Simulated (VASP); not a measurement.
# Ta (Im-3m) in VASP: notebook, part 2 of 2

VASP 6.6.1. The steps go on from the part before.

## (3) Single point, r2SCAN

POSCAR reads:

```
Ta
1.0
   -1.6521292048      1.6521292048      1.6521292048
    1.6521292048     -1.6521292048      1.6521292048
    1.6521292048      1.6521292048     -1.6521292048
Ta
1
Direct
    0.0000000000      0.0000000000      0.0000000000
```

INCAR.step1 reads:

```
SYSTEM = Ta
ALGO = Normal ; EDIFF = 1E-4
ENCUT = 520 ; GGA = PE
ISMEAR = 0 ; LASPH = .TRUE.
LCHARG = .FALSE. ; LREAL = .FALSE.
LWAVE = .TRUE. ; NBANDS = 12
NELM = 80 ; PREC = Accurate
SIGMA = 0.05
```

INCAR.step2 reads:

```
SYSTEM = Ta
ALGO = Normal ; EDIFF = 1E-7
ENCUT = 520 ; ISIF = 2
ISMEAR = 0 ; ISTART = 1
LASPH = .TRUE. ; LCHARG = .FALSE.
LMIXTAU = .TRUE. ; LREAL = .FALSE.
LWAVE = .FALSE. ; METAGGA = R2SCAN
NBANDS = 12 ; NELM = 80
PREC = Accurate ; SIGMA = 0.05
```

KPOINTS reads:

```
k-points
0
G
  18 18 18
  0 0 0
```

Potentials or basis: VASP PAW PBE potentials, release 64 (Ta_pv).

Run with:

```
> cat potpaw_PBE.64/Ta_pv/POTCAR > POTCAR
> cp INCAR.step1 INCAR
> mpirun -np 1 vasp_std > vasp.out
> cp INCAR.step2 INCAR
> mpirun -np 1 vasp_std > vasp.out
```

OUTCAR:

```text
SYSTEM = Ta
   EDIFF = 1E-7
   ENCUT = 520
   ISIF = 2
   ISMEAR = 0
   ISTART = 1
   LASPH = .TRUE.
   LREAL = .FALSE.
   METAGGA = R2SCAN
   NELM = 80
   PREC = Accurate

 ion  position               nearest neighbor table
   1  0.000  0.000  0.000-

  LATTYP: Found a body centered cubic cell.
 ALAT       =     3.3042584096

  Lattice vectors:

 A1 = (  -1.6521292048,   1.6521292048,   1.6521292048)
 A2 = (   1.6521292048,  -1.6521292048,   1.6521292048)
 A3 = (   1.6521292048,   1.6521292048,  -1.6521292048)

Analysis of symmetry for initial positions (statically):
=====================================================================
 Subroutine PRICEL returns:
 Original cell was already a primitive cell.

 Routine SETGRP: Setting up the symmetry group for a
 body centered cubic supercell.

 Subroutine GETGRP returns: Found 48 space group operations
 (whereof 48 operations were pure point group operations)
 out of a pool of 48 trial point group operations.

The static configuration has the point symmetry O_h .

Analysis of symmetry for dynamics (positions and initial velocities):
[... 168 lines left out ...]
      2     -28.9140      2.00000
      3     -28.9140      2.00000
      4      -3.0108      2.00000
      5       6.1549      0.00000
      6       6.1549      0.00000
      7       6.1549      0.00000
      8       9.6394      0.00000
      9       9.6394      0.00000
     10      17.4209      0.00000
     11      21.0830      0.00000
     12      21.0830      0.00000
[... 331 lines left out ...]
 k-point    24 :       0.3889    0.1111    0.0000
  band No.  band energies     occupation
      1     -30.0674      2.00000
      2     -29.3412      2.00000
      3     -28.9758      2.00000
      4       1.1640      2.00000
      5       3.8667      2.00000
      6       5.8734      0.00000
      7       9.3523      0.00000
      8      10.6979      0.00000
      9      13.4947      0.00000
     10      17.3401      0.00000
     11      17.5275      0.00000
     12      18.9365      0.00000

 [... further k-points ...]

------------------------ aborting loop because EDIFF is reached ----------------------------------------

  FORCE on cell =-STRESS in cart. coord.  units (eV):
  Direction    XX          YY          ZZ          XY          YZ          ZX
  --------------------------------------------------------------------------------------
  -------------------------------------------------------------------------------------
  Total        0.0718554      0.0718554      0.0718554      0.0000000      0.0000000     -0.0000000
  in kB        6.3823117      6.3823117      6.3823117      0.0000000      0.0000000     -0.0000000
  external PRESSURE =       6.3823117 kB  Pullay stress =       0.0000000 kB

 VOLUME and BASIS-vectors are now :
 -----------------------------------------------------------------------------
  energy-cutoff  :      520.00
  volume of cell :       18.04
      direct lattice vectors                 reciprocal lattice vectors
    -1.652129205  1.652129205  1.652129205     0.000000000  0.302639768  0.302639768
     1.652129205 -1.652129205  1.652129205     0.302639768  0.000000000  0.302639768
     1.652129205  1.652129205 -1.652129205     0.302639768  0.302639768  0.000000000

 POSITION                                       TOTAL-FORCE (eV/Angst)
 -----------------------------------------------------------------------------------
      0.00000      0.00000      0.00000         0.000000     -0.000000      0.000000
 -----------------------------------------------------------------------------------
    total drift:                               -0.000000      0.000000      0.000000

  FREE ENERGIE OF THE ION-ELECTRON SYSTEM (eV)
  ---------------------------------------------------
  free  energy   TOTEN  =       -48.5810028708 eV

  energy  without entropy=      -48.5798584074  energy(sigma->0) =      -48.58043064
```

OUTCAR.step1:

```text
SYSTEM = Ta
   EDIFF = 1E-4
   ENCUT = 520
   GGA = PE
   ISMEAR = 0
   LASPH = .TRUE.
[... 578 lines left out ...]
 -----------------------------------------------------------------------------------
      0.00000      0.00000      0.00000         0.000000      0.000000      0.000000
 -----------------------------------------------------------------------------------
    total drift:                                0.000000      0.000000      0.000000

  FREE ENERGIE OF THE ION-ELECTRON SYSTEM (eV)
  ---------------------------------------------------
  free  energy   TOTEN  =       -11.8118798841 eV

  energy  without entropy=      -11.8103198040  energy(sigma->0) =      -11.81109984
```

Run time: 2.8 min. Hardware: 1 thread of Intel Xeon 8259CL, shared host; peak memory 0.18 GiB.

Results:

- Free energy: -48.5810 eV
- Pressure: 0.6 GPa

Caveat: the PAW data sets were made with another functional, which shifts forces and pressure a little; spin-orbit coupling is left out, which moves the levels of the heavy elements.

## (4) Single point, r2SCAN

POSCAR reads:

```
Ta
1.0
   -1.6527903846      1.6527903846      1.6527903846
    1.6527903846     -1.6527903846      1.6527903846
    1.6527903846      1.6527903846     -1.6527903846
Ta
1
Direct
    0.0000000000      0.0000000000      0.0000000000
```

INCAR.step1 reads:

```
SYSTEM = Ta
PREC = Accurate
ENCUT = 520
ISMEAR = 0
SIGMA = 0.05
LREAL = .FALSE.
LASPH = .TRUE.
NELM = 60
NBANDS = 12
GGA = PE
ALGO = Normal
EDIFF = 1E-4
LWAVE = .TRUE.
LCHARG = .FALSE.
```

INCAR.step2 reads:

```
SYSTEM = Ta
PREC = Accurate
ENCUT = 520
EDIFF = 1E-7
ISMEAR = 0
SIGMA = 0.05
LREAL = .FALSE.
LASPH = .TRUE.
NELM = 60
ALGO = Normal
ISIF = 2
LWAVE = .FALSE.
LCHARG = .FALSE.
METAGGA = R2SCAN
LMIXTAU = .TRUE.
NBANDS = 12
ISTART = 1
```

KPOINTS reads:

```
Automatic mesh
0
G
  18 18 18
  0 0 0
```

Run with:

```
> cat potpaw_PBE.64/Ta_pv/POTCAR > POTCAR
> cp INCAR.step1 INCAR
> mpirun -np 1 vasp_std > vasp.out
> cp INCAR.step2 INCAR
> mpirun -np 1 vasp_std > vasp.out
```

It took 3 min on 1 thread of Intel Xeon 8259CL, shared host; peak memory 0.18 GiB.

The run converged. Its results:

```
Free energy : -48.5811 eV
Pressure    : 0.4 GPa
```

Levels at points of the mesh, in eV from the Fermi level:
```csv
k point,band 3,band 4,band 5,band 6,band 7,band 8,band 9,band 10
"(0.00, 0.00, 0.00)",-34.23,-8.32,0.84,0.84,0.84,4.32,4.32,12.10
"(0.50, 0.00, 0.00)",-34.24,-4.55,-1.56,1.46,4.19,5.25,8.07,12.07
"(0.50, 0.50, 0.50)",-35.08,-3.93,-3.93,7.09,7.09,7.09,8.99,8.99
```

Caveat: the PAW data sets were made with another functional, which shifts forces and pressure a little; spin-orbit coupling is left out, which moves the levels of the heavy elements.
